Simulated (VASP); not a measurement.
# WC (P1) in VASP: notebook

The runs below take WC through single point, with PBE.

Everything below comes from runs of VASP 6.6.1. Logs are shortened: lines on timing, memory, paths and dates and some standing lists are left out, and cuts for length are marked.

### Step 1. The cell of the first run

The typed cell holds 2 atoms: a = 2.823 Å, b = 2.954 Å, c = 2.960 Å, α = 92.20°, β = 88.44°, γ = 118.54°.

### Step 2. Single point, PBE

File INCAR:

```
SYSTEM = WC
PREC = Accurate ; ENCUT = 1300
EDIFF = 1E-6 ; ISMEAR = -1
SIGMA = 0.1 ; LREAL = .FALSE.
LASPH = .TRUE. ; NELM = 120
ALGO = Normal ; ISIF = 2
LWAVE = .FALSE. ; LCHARG = .FALSE.
GGA = PE ; NBANDS = 16
GGA_COMPAT = .FALSE.
```

File KPOINTS:

```
Automatic mesh
0
G
  8 8 7
  0 0 0
```

File POSCAR:

```
WC
1.0
    2.8224284279      0.0002804659      0.0399263229
   -1.4109738146      2.5943695920     -0.0576056907
    0.0389647256     -0.0424204660      2.9592757495
W C
1 1
Direct
    0.0075700000      0.0135300000      0.0003800000
    0.6785300000      0.3358700000      0.4501900000
```

Potentials or basis: VASP PAW PBE potentials, release 64 (W_sv, C_h).

The run is started by

```bash
cat potpaw_PBE.64/W_sv/POTCAR potpaw_PBE.64/C_h/POTCAR > POTCAR
mpirun -np 1 vasp_std > vasp.out
```

OUTCAR:

```text
SYSTEM = WC
   PREC = Accurate
   ENCUT = 1300
   EDIFF = 1E-6
   ISMEAR = -1
   LREAL = .FALSE.
   LASPH = .TRUE.
   NELM = 120
   ISIF = 2
   GGA = PE

 ion  position               nearest neighbor table
   1  0.008  0.014  0.000-   2 2.05   2 2.14   2 2.24   2 2.32   2 2.34   2 2.36
   2  0.679  0.336  0.450-   1 2.05   1 2.14   1 2.24   1 2.32   1 2.34   1 2.36

  LATTYP: Found a triclinic cell.
 ALAT       =     6.5134804166
 B/A-ratio  =     0.6380289245
 C/A-ratio  =     1.4579289793
 COS(alpha) =     0.0067254154
 COS(beta)  =     0.5965852290
 COS(gamma) =     0.8021071331

  Lattice vectors:

 A1 = (   1.3330443634,  -2.5095286600,  -5.8609458083)
 A2 = (  -1.4504193389,  -2.5522295919,  -2.9415963817)
 A3 = (   6.9783820179,   2.6800519217,  -5.8563782210)

Analysis of symmetry for initial positions (statically):
=====================================================================
 Subroutine PRICEL returns:
 Original cell was already a primitive cell.

 Routine SETGRP: Setting up the symmetry group for a
 triclinic supercell.

 Subroutine GETGRP returns: Found  1 space group operations
 (whereof  1 operations were pure point group operations)
 out of a pool of  2 trial point group operations.

The static configuration has the point symmetry C_1 .

Analysis of symmetry for dynamics (positions and initial velocities):
=====================================================================
 Subroutine PRICEL returns:
 Original cell was already a primitive cell.

 Routine SETGRP: Setting up the symmetry group for a
 triclinic supercell.

 Subroutine GETGRP returns: Found  1 space group operations
 (whereof  1 operations were pure point group operations)
 out of a pool of  2 trial point group operations.

The dynamic configuration has the point symmetry C_1 .

 Subroutine INISYM returns: Found  1 space group operations
 (whereof  1 operations are pure point group operations),
 and found     1 'primitive' translations

----------------------------------------------------------------------------------------

                                     Primitive cell

  volume of cell :      21.6617

  direct lattice vectors                    reciprocal lattice vectors
     2.822428428  0.000280466  0.039926323     0.354312605  0.192654182 -0.001903578
    -1.410973815  2.594369592 -0.057605691    -0.000116504  0.385509469  0.005527714
     0.038964726 -0.042420466  2.959275750    -0.004782627  0.004905108  0.338053806

  length of vectors
     2.822710828  2.953797404  2.959836264     0.403307178  0.385549115  0.338123216

  position of ions in fractional coordinates (direct lattice)
     0.007570000  0.013530000  0.000380000
     0.678530000  0.335870000  0.450190000

  ion indices of the primitive-cell ions
   primitive index   ion index
                 1           1
                 2           2

----------------------------------------------------------------------------------------

 KPOINTS: Automatic mesh

Automatic generation of k-mesh.
 Grid dimensions read from file:
 generate k-points for:    8    8    7

 Generating k-lattice:

  Cartesian coordinates                     Fractional coordinates (reciprocal lattice)
     0.044289076  0.024081773 -0.000237947     0.125000000  0.000000000 -0.000000000
    -0.000014563  0.048188684  0.000690964    -0.000000000  0.125000000  0.000000000
    -0.000683232  0.000700730  0.048293401     0.000000000  0.000000000  0.142857143

  Length of vectors
     0.050413397  0.048193639  0.048303317

  Shift w.r.t. Gamma in fractional coordinates (k-lattice)
     0.000000000  0.000000000  0.000000000

 Subroutine IBZKPT returns following result:
 ===========================================

 Found    226 irreducible k-points:

 Following reciprocal coordinates:
            Coordinates               Weight
  0.000000  0.000000  0.000000      1.000000
  0.125000  0.000000  0.000000      2.000000
  0.250000  0.000000  0.000000      2.000000
  0.375000  0.000000  0.000000      2.000000
  0.500000  0.000000  0.000000      1.000000
  0.000000  0.125000  0.000000      2.000000
[... 16 lines left out ...]
  0.125000  0.375000  0.000000      2.000000
  0.250000  0.375000  0.000000      2.000000
 [... further k-points ...]
   k-points           NKPTS =    226   k-points in BZ     NKDIM =    226   number of bands    NBANDS=     16
   number of dos      NEDOS =    301   number of ions     NIONS =      2
   total plane-waves  NPLWV =  46656
   dimension x,y,z NGX =    36 NGY =   36 NGZ =   36
   dimension x,y,z NGXF=    72 NGYF=   72 NGZF=   72
   ions per type =               1   1
   NGX,Y,Z   is equivalent  to a cutoff of  21.20, 20.26, 20.22 a.u.
   NGXF,Y,Z  is equivalent  to a cutoff of  42.41, 40.52, 40.44 a.u.
 SYSTEM =  WC
   PREC   = accura    normal or accurate (medium, high low for compatibility)
   ISTART =      0    job   : 0-new  1-cont  2-samecut
   ICHARG =      2    charge: 1-file 2-atom 10-const
   ISPIN  =      1    spin polarized calculation?
   LNONCOLLINEAR =      F non collinear calculations
   LSORBIT =      F    spin-orbit coupling
   LASPH  =      T    aspherical Exc in radial PAW
   ENCUT  = 1300.0 eV  95.55 Ry    9.77 a.u.   8.30  8.68  8.70*2*pi/ulx,y,z
   NELM   =    120;   NELMIN=  2; NELMDL= -5     # of ELM steps
   EDIFF  = 0.1E-05   stopping-criterion for ELM
   LREAL  =      F    real-space projection
   EDIFFG = 0.1E-04   stopping-criterion for IOM
   NSW    =      0    number of steps for IOM
   IBRION =     -1    ionic relax: 0-MD 1-quasi-New 2-CG
   NFREE  =      0    steps in history (QN), initial steepest desc. (CG)
   ISIF   =      2    stress and relaxation
   ISYM   =      2    0-nonsym 1-usesym 2-fastsym
   POTIM  = 0.5000    time-step for ionic-motion
   TEBEG  =    0.0;   TEEND  =   0.0 temperature during run
   PSTRESS=    0.0 pullay stress
   NELECT =      18.0000    total number of electrons
   NUPDOWN=      -1.0000    fix difference up-down
   EMIN   =  10.00;   EMAX   =-10.00  energy-range for DOS
   EFERMI =   0.00;   METHOD = LEGACY
   ISMEAR =    -1;   SIGMA  =   0.10  broadening in eV -4-tet -1-fermi 0-gaus
   EFERMI_NEDOS =   21; number of points for ismear=-14 and -15
   IALGO  =     38    algorithm
   IMIX   =      4    mixing-type and parameters
     AMIX     =   0.40;   BMIX     =  1.00
     AMIX_MAG =   1.60;   BMIX_MAG =  1.00
  volume/ion in A,a.u.               =      10.83        73.09
  Fermi-wavevector in a.u.,A,eV,Ry     =   1.539105  2.908486 32.230073  2.368844
  Thomas-Fermi vector in A             =   2.645380
   LORBIT       =      0    0 simple, 1 ext, 2 COOP (PROOUT), +10 PAW based schemes
   GGA     = PE    functional components
   LHFCALC =     F    Hartree Fock is set to
   AEXX    =    0.0000 exact exchange contribution
   IVDW    =     0    specifies the selected vdW correction
   LEPSILON=     F    determine dielectric tensor
   LRPA    =     F    only Hartree local field effects (RPA)
 non-spin polarized calculation
  energy-cutoff  :     1300.00
  volume of cell :       21.66
 maximum number of plane-waves:      2327
 NGX is ok and might be reduce to    36
   NGX = 17   NGY = 17   NGZ = 17

 number of electron      18.0000000 magnetization

 Free energy of the ion-electron system (eV)
  ---------------------------------------------------
  ext. energy  EPLUGINS =         0.00000000
  ---------------------------------------------------
  free energy    TOTEN  =       -22.14331453 eV

  energy without entropy =      -22.13623318  energy(sigma->0) =      -22.13977386

 E-fermi :  10.8636     XC(G=0): -13.5845

 val. band max:       10.8234775272   @ k =   0.0000   0.0000   0.0000
 cond. band min:      10.9068680406   @ k =   0.5000   0.5000   0.4286
 fundamental gap:      0.0833905134
 Fermi energy:        10.8636367854

 k-point     1 :       0.0000    0.0000    0.0000
  band No.  band energies     occupation
      1     -63.2559      2.00000
      2     -27.3269      2.00000
      3     -27.1758      2.00000
      4     -27.0462      2.00000
      5      -3.3031      2.00000
      6       6.3557      2.00000
[... 8 lines left out ...]
     15      24.0513      0.00000
     16      26.8233      0.00000

 k-point     2 :       0.1250    0.0000    0.0000
  band No.  band energies     occupation
      1     -63.2464      2.00000
      2     -27.3104      2.00000
      3     -27.2294      2.00000
      4     -27.1538      2.00000
      5      -2.8985      2.00000
      6       6.4848      2.00000
[... 8 lines left out ...]
     15      23.9507      0.00000
     16      27.5271      0.00000

 k-point     3 :       0.2500    0.0000    0.0000
  band No.  band energies     occupation
      1     -63.2233      2.00000
      2     -27.5130      2.00000
      3     -27.2728      2.00000
      4     -27.2462      2.00000
      5      -1.8425      2.00000
      6       5.5676      2.00000
[... 8 lines left out ...]
     15      24.6513      0.00000
     16      27.9595      0.00000

 k-point     4 :       0.3750    0.0000    0.0000
  band No.  band energies     occupation
      1     -63.2003      2.00000
      2     -27.8102      2.00000
      3     -27.3267      2.00000
      4     -27.2192      2.00000
      5      -0.5843      2.00000
      6       4.5180      2.00000
[... 8 lines left out ...]
     15      25.0223      0.00000
     16      27.1084      0.00000
[... 324 lines left out ...]
 k-point    22 :       0.0000    0.3750    0.0000
  band No.  band energies     occupation
      1     -63.2162      2.00000
      2     -27.7821      2.00000
      3     -27.2459      2.00000
      4     -27.1664      2.00000
      5      -0.8462      2.00000
      6       4.4343      2.00000
[... 8 lines left out ...]
     15      24.5255      0.00000
     16      26.2869      0.00000

 k-point    23 :       0.1250    0.3750    0.0000
  band No.  band energies     occupation
      1     -63.2067      2.00000
      2     -27.8210      2.00000
      3     -27.2853      2.00000
      4     -27.2275      2.00000
      5      -0.1891      2.00000
      6       4.2329      2.00000
[... 8 lines left out ...]
     15      24.1500      0.00000
     16      27.0137      0.00000

 k-point    24 :       0.2500    0.3750    0.0000
  band No.  band energies     occupation
      1     -63.1952      2.00000
      2     -27.7442      2.00000
      3     -27.5332      2.00000
      4     -27.2073      2.00000
      5       0.4568      2.00000
      6       4.5109      2.00000
[... 8 lines left out ...]
     15      24.6604      0.00000
     16      27.4708      0.00000

 [... further k-points ...]

------------------------ aborting loop because EDIFF is reached ----------------------------------------

  FORCE on cell =-STRESS in cart. coord.  units (eV):
  Direction    XX          YY          ZZ          XY          YZ          ZX
  --------------------------------------------------------------------------------------
  -------------------------------------------------------------------------------------
  Total        2.9956170     -1.7303942     -2.9104132     -0.3961281      1.5368901     -1.2952264
  in kB      221.5666748   -127.9862156   -215.2646981    -29.2990719    113.6739562    -95.7996363
  external PRESSURE =     -40.5614130 kB  Pullay stress =       0.0000000 kB

 VOLUME and BASIS-vectors are now :
 -----------------------------------------------------------------------------
  energy-cutoff  :     1300.00
  volume of cell :       21.66
      direct lattice vectors                 reciprocal lattice vectors
     2.822428428  0.000280466  0.039926323     0.354312605  0.192654182 -0.001903578
    -1.410973815  2.594369592 -0.057605691    -0.000116504  0.385509469  0.005527714
     0.038964726 -0.042420466  2.959275750    -0.004782627  0.004905108  0.338053806

 POSITION                                       TOTAL-FORCE (eV/Angst)
 -----------------------------------------------------------------------------------
      0.00229      0.03509      0.00065         0.735355     -0.794514     -1.729009
      1.45874      0.85246      1.33998        -0.735355      0.794514      1.729009
 -----------------------------------------------------------------------------------
    total drift:                               -0.000036      0.000025      0.000461

  FREE ENERGIE OF THE ION-ELECTRON SYSTEM (eV)
  ---------------------------------------------------
  free  energy   TOTEN  =       -22.1433145307 eV

  energy  without entropy=      -22.1362331836  energy(sigma->0) =      -22.13977386
```

Wall time 7.7 min (1 thread of AMD EPYC, shared host); peak memory 0.41 GiB.

What came out:

```
Free energy            : -22.1433 eV
Pressure               : -4.1 GPa
Largest force          : 2.040 eV/Å
Band gap on the k mesh : zero (bands 9 and 10 overlap by 0.48 eV)
```

Forces on the atoms (eV/Å):
```
W    0.735 -0.795 -1.729
C   -0.735  0.795  1.729
```

Stress tensor (GPa, compression positive):
```
 22.16  -2.93  -9.58
 -2.93 -12.80  11.37
 -9.58  11.37 -21.53
```

Levels at points of the mesh, in eV from the Fermi level:
```tsv
k point	band 7	band 8	band 9	band 10	band 11	band 12
(0.00, 0.00, 0.00)	-3.59	-2.58	-0.04	2.63	2.90	5.20
(0.50, 0.00, 0.00)	-3.98	-3.24	-0.70	2.08	4.19	5.22
(0.00, 0.50, 0.00)	-4.19	-3.17	-0.32	2.65	4.51	4.90
(0.50, 0.50, 0.00)	-3.92	-3.40	-0.63	2.12	4.10	5.18
```

Caveat: the stress differs along the axes, from -22 to 22 GPa; spin-orbit coupling is left out, which moves the levels of the heavy elements; forces of over 1 eV/Å act on the atoms, so gaps and moduli don't describe the material at rest.

(Continued in part 2 of 2.)

The gap in the log of VASP goes by the Fermi energy; the results here count the filled bands.